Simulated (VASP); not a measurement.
# PbO (Pbcm) in VASP: notebook, part 2 of 2

VASP 6.6.1. The steps go on from the part before.

**4. Single point, PBE+D3(BJ)**

This run uses another cell than the first one, of 19.52 Å³/atom.

The input, INCAR:

```
SYSTEM = PbO
ALGO = Normal
EDIFF = 1E-6
ENCUT = 520
GGA = PE
ISIF = 2
ISMEAR = -1
IVDW = 12
LASPH = .True.
LCHARG = .False.
LREAL = .False.
LWAVE = .False.
NBANDS = 50
NELM = 100
PREC = Accurate
SIGMA = 0.02
```

The input, KPOINTS:

```
k-points
0
Gamma
  4 4 6
  0 0 0
```

The input, POSCAR:

```
PbO
1.0
    5.8820404184      0.0000000000      0.0000000000
    0.0000000000      5.5390638444      0.0000000000
    0.0000000000      0.0000000000      4.7933797040
Pb O
4 4
Direct
    0.2320485399     -0.0106704617      0.2500000000
    0.7679514601      1.0106704617      0.7500000000
    0.2320485399      0.5106704617      0.7500000000
    0.7679514601      0.4893295383      0.2500000000
    0.8596351448      0.0887069740      0.2500000000
    0.1403648552      0.9112930260      0.7500000000
    0.8596351448      0.4112930260      0.7500000000
    0.1403648552      0.5887069740      0.2500000000
```

Potentials or basis: VASP PAW PBE potentials, release 64 (Pb_d, O).

The run is started by

```console
$ cat potpaw_PBE.64/Pb_d/POTCAR potpaw_PBE.64/O/POTCAR > POTCAR
$ mpirun -np 1 vasp_std > vasp.out
```

OUTCAR:

```text
SYSTEM = PbO
   EDIFF = 1E-6
   ENCUT = 520
   GGA = PE
   ISIF = 2
   ISMEAR = -1
   IVDW = 12
   LASPH = .True.
   LREAL = .False.
   NELM = 100
   PREC = Accurate
 IVDW          = 12

 ion  position               nearest neighbor table
   1  0.232  0.989  0.250-   5 2.26   8 2.28   6 2.49   6 2.49   3 3.57   3 3.57   2 3.63   2 3.63
                             3 3.75   3 3.75   4 3.89   4 3.89   2 3.96   2 3.96
   2  0.768  0.011  0.750-   6 2.26   7 2.28   5 2.49   5 2.49   4 3.57   4 3.57   1 3.63   1 3.63
                             4 3.75   4 3.75   3 3.89   3 3.89   1 3.96   1 3.96
   3  0.232  0.511  0.750-   7 2.26   6 2.28   8 2.49   8 2.49   1 3.57   1 3.57   4 3.63   4 3.63
                             1 3.75   1 3.75   2 3.89   2 3.89   4 3.96   4 3.96
   4  0.768  0.489  0.250-   8 2.26   5 2.28   7 2.49   7 2.49   2 3.57   2 3.57   3 3.63   3 3.63
                             2 3.75   2 3.75   1 3.89   1 3.89   3 3.96   3 3.96
   5  0.860  0.089  0.250-   1 2.26   4 2.28   2 2.49   2 2.49
   6  0.140  0.911  0.750-   2 2.26   3 2.28   1 2.49   1 2.49
   7  0.860  0.411  0.750-   3 2.26   2 2.28   4 2.49   4 2.49
   8  0.140  0.589  0.250-   4 2.26   1 2.28   3 2.49   3 2.49

  LATTYP: Found a simple orthorhombic cell.
 ALAT       =     4.7933797040
 B/A-ratio  =     1.1555654228
 C/A-ratio  =     1.2271175625

  Lattice vectors:
[... 206 lines left out ...]
      5     -10.8685      2.00000
      6     -10.8171      2.00000
[... 1261 lines left out ...]
     49      11.7837      0.00000
     50      12.1282      0.00000

 [... further k-points ...]

------------------------ aborting loop because EDIFF is reached ----------------------------------------

 Edisp (eV)   -1.95551

 E8    (eV) :    -0.8973

  FORCE on cell =-STRESS in cart. coord.  units (eV):
  Direction    XX          YY          ZZ          XY          YZ          ZX
  --------------------------------------------------------------------------------------
  -------------------------------------------------------------------------------------
  Total       0.11284     0.08459    -0.00297     0.00000     0.00000     0.00000
  in kB       1.15764     0.86785    -0.03052     0.00000     0.00000     0.00000
  external pressure =        0.66 kB  Pullay stress =        0.00 kB

 VOLUME and BASIS-vectors are now :
 -----------------------------------------------------------------------------
  energy-cutoff  :      520.00
  volume of cell :      156.17
      direct lattice vectors                 reciprocal lattice vectors
     5.882040418  0.000000000  0.000000000     0.170009032  0.000000000  0.000000000
     0.000000000  5.539063844  0.000000000     0.000000000  0.180535922  0.000000000
     0.000000000  0.000000000  4.793379704     0.000000000  0.000000000  0.208621069

 POSITION                                       TOTAL-FORCE (eV/Angst)
 -----------------------------------------------------------------------------------
      1.36492      5.47996      1.19834         0.036009      0.017594      0.000000
      4.51712      0.05910      3.59503        -0.036009     -0.017594      0.000000
      1.36492      2.82864      3.59503         0.036009     -0.017594     -0.000000
      4.51712      2.71043      1.19834        -0.036009      0.017594      0.000000
      5.05641      0.49135      1.19834        -0.012464     -0.011370     -0.000000
      0.82563      5.04771      3.59503         0.012464      0.011370      0.000000
      5.05641      2.27818      3.59503        -0.012464      0.011370      0.000000
      0.82563      3.26089      1.19834         0.012464     -0.011370      0.000000
 -----------------------------------------------------------------------------------
    total drift:                                0.000000      0.000000      0.000000

  FREE ENERGIE OF THE ION-ELECTRON SYSTEM (eV)
  ---------------------------------------------------
  free  energy   TOTEN  =       -44.7458983631 eV

  energy  without entropy=      -44.7458983631  energy(sigma->0) =      -44.74589836
```

Run time: 5.2 min. Hardware: 1 thread of Intel Xeon Platinum 8559C (Emerald Rapids), shared host; peak memory 0.39 GiB.

What came out:

| Property | Result |
| --- | --- |
| Free energy | -44.7459 eV |
| Pressure | 0.1 GPa |
| Largest force | 0.040 eV/Å |
| Band gap on the k mesh | 2.05 eV (least direct gap 2.28 eV) |
| Dispersion energy per atom | -0.244 eV |

Forces in eV/Å, atoms in the order of the input:
```
Pb   0.036  0.018  0.000
Pb  -0.036 -0.018  0.000
Pb   0.036 -0.018  0.000
Pb  -0.036  0.018  0.000
O   -0.012 -0.011  0.000
O    0.012  0.011  0.000
O   -0.012  0.011  0.000
O    0.012 -0.011  0.000
```

Levels at points of the mesh, in eV from the valence-band top:
| k point | band 36 | band 37 | band 38 | band 39 | band 40 | band 41 | band 42 | band 43 | band 44 | band 45 |
| --- | --- | --- | --- | --- | --- | --- | --- | --- | --- | --- |
| (0.00, 0.00, 0.00) | -1.80 | -1.23 | -1.21 | -0.40 | -0.08 | 3.40 | 3.90 | 4.54 | 5.36 | 5.64 |
| (0.50, 0.00, 0.00) | -1.58 | -1.29 | -0.64 | -0.38 | 0.00 | 2.75 | 3.18 | 3.74 | 4.80 | 5.94 |
| (0.00, 0.50, 0.00) | -1.68 | -0.93 | -0.93 | -0.19 | -0.19 | 3.99 | 3.99 | 4.87 | 4.87 | 5.00 |
| (0.50, 0.50, 0.00) | -1.71 | -0.58 | -0.58 | -0.41 | -0.41 | 3.01 | 3.01 | 4.01 | 4.01 | 4.43 |
| (0.00, 0.00, 0.50) | -1.27 | -0.73 | -0.73 | -0.24 | -0.24 | 4.13 | 4.13 | 4.84 | 4.84 | 4.94 |
| (0.50, 0.00, 0.50) | -1.00 | -0.44 | -0.44 | -0.32 | -0.32 | 3.11 | 3.11 | 3.62 | 3.62 | 4.74 |
| (0.00, 0.50, 0.50) | -1.35 | -0.68 | -0.68 | -0.68 | -0.68 | 3.37 | 3.37 | 3.37 | 3.37 | 5.89 |
| (0.50, 0.50, 0.50) | -1.37 | -0.47 | -0.47 | -0.47 | -0.47 | 2.43 | 2.43 | 2.43 | 2.43 | 6.80 |

Caveat: spin-orbit coupling is left out, which moves the levels of the heavy elements. A k mesh can miss the band edges.

**5. Single point, PBE**

The input, INCAR:

```
ALGO     = Normal         # electronic algorithm
EDIFF    = 1E-7           # SCF threshold, eV
ENCUT    = 520            # plane-wave cutoff, eV
GGA      = PE             # functional
ISIF     = 2              # what is computed and relaxed
ISMEAR   = -1             # smearing method
LASPH    = True           # aspherical terms in the spheres
LCHARG   = False          # write CHGCAR
LREAL    = False          # projectors in reciprocal space
LWAVE    = False          # write WAVECAR
NBANDS   = 50             # bands
NELM     = 60             # most SCF steps
PREC     = Accurate       # precision mode
SIGMA    = 0.02           # smearing width, eV
```

The input, KPOINTS:

```
k-points
0
Gamma
  4 6 6
```

The input, POSCAR:

```
PbO
1.0
    5.9308856117      0.0000000000      0.0000000000
    0.0000000000      5.5012422457      0.0000000000
    0.0000000000      0.0000000000      4.7082397502
Pb O
4 4
Direct
    0.2297951334     -0.0107543641      0.2500000000
    0.7702048666      1.0107543641      0.7500000000
    0.2297951334      0.5107543641      0.7500000000
    0.7702048666      0.4892456359      0.2500000000
    0.8668887855      0.0925092814      0.2500000000
    0.1331112145      0.9074907186      0.7500000000
    0.8668887855      0.4074907186      0.7500000000
    0.1331112145      0.5925092814      0.2500000000
```

The run is started by

```console
$ cat potpaw_PBE.64/Pb_d/POTCAR potpaw_PBE.64/O/POTCAR > POTCAR
$ mpirun -np 1 vasp_std > vasp.out
```

It took 7 min on 1 thread of Intel Xeon Platinum 8559C (Emerald Rapids), shared host; peak memory 0.42 GiB.

The run converged. Its results:

```yaml
Free_energy: -42.7001 eV
Pressure: 4.7 GPa
Largest_force: 0.432 eV/Å
Band_gap_on_the_k_mesh: 2.14 eV (least direct gap 2.42 eV)
```

Forces on the atoms (eV/Å):
```
Pb   0.392  0.183  0.000
Pb  -0.392 -0.183  0.000
Pb   0.392 -0.183  0.000
Pb  -0.392  0.183  0.000
O   -0.198 -0.116  0.000
O    0.198  0.116  0.000
O   -0.198  0.116  0.000
O    0.198 -0.116  0.000
```

Stress tensor (GPa, compression positive):
```
4.59 0.00 0.00
0.00 4.91 0.00
0.00 0.00 4.62
```

Levels at points of the mesh, in eV from the valence-band top:
```tsv
k point	band 36	band 37	band 38	band 39	band 40	band 41	band 42	band 43	band 44	band 45
(0.00, 0.00, 0.00)	-1.85	-1.26	-1.21	-0.32	-0.01	3.34	3.85	4.63	5.26	5.55
(0.50, 0.00, 0.00)	-1.64	-1.31	-0.64	-0.53	0.00	2.78	3.15	3.76	4.92	6.18
(0.00, 0.50, 0.00)	-1.74	-0.95	-0.95	-0.18	-0.18	4.11	4.11	4.91	4.91	5.11
(0.50, 0.50, 0.00)	-1.81	-0.64	-0.64	-0.50	-0.50	3.15	3.15	4.16	4.16	4.51
(0.00, 0.00, 0.50)	-1.29	-0.81	-0.81	-0.25	-0.25	4.13	4.13	4.91	4.91	5.02
(0.50, 0.00, 0.50)	-1.07	-0.51	-0.51	-0.41	-0.41	3.21	3.21	3.69	3.69	4.90
(0.00, 0.50, 0.50)	-1.45	-0.77	-0.77	-0.77	-0.77	3.44	3.44	3.44	3.44	6.06
(0.50, 0.50, 0.50)	-1.45	-0.56	-0.56	-0.56	-0.56	2.53	2.53	2.53	2.53	6.98
```

Caveat: the cell stands under pressure; spin-orbit coupling is left out, which moves the levels of the heavy elements.

**6. Overview**

| level | potentials or basis | cell | k mesh | smearing | gap on the mesh (eV) | pressure (GPa) | largest force (eV/Å) |
| --- | --- | --- | --- | --- | --- | --- | --- |
| LDA | VASP PAW LDA potentials, release 64 (Pb_d, O) | a = 5.931, b = 5.501, c = 4.708 Å, 8 atoms, atomic positions A | 4 × 6 × 6 | gaussian 0.01 eV | 2.05 | -2.1 | 0.18 |
| r2SCAN+rVV10 | VASP PAW PBE potentials, release 64 (Pb_d, O) | a = 5.931, b = 5.501, c = 4.708 Å, 8 atoms, atomic positions A | 4 × 4 × 6 | fermi-dirac 0.02 eV | 2.47 | 0.6 | 0.12 |
| PBE+D3(BJ) | VASP PAW PBE potentials, release 64 (Pb_d, O) | a = 5.882, b = 5.539, c = 4.793 Å, 8 atoms, atomic positions B | 4 × 4 × 6 | fermi-dirac 0.02 eV | 2.05 | 0.1 | 0.04 |
| PBE | VASP PAW PBE potentials, release 64 (Pb_d, O) | a = 5.931, b = 5.501, c = 4.708 Å, 8 atoms, atomic positions A | 4 × 6 × 6 | fermi-dirac 0.02 eV | 2.14 | 4.7 | 0.43 |

Alike in all rows: task single point; no spin polarisation; cutoff (eV) 520.

Caveats: spin-orbit coupling is left out, which moves the levels of the heavy elements; the PAW data sets were made with another functional, which shifts forces and pressure a little (at least some runs); the cell stands under pressure (at least some runs).

Absolute energies hang on the potentials; compare differences alone.
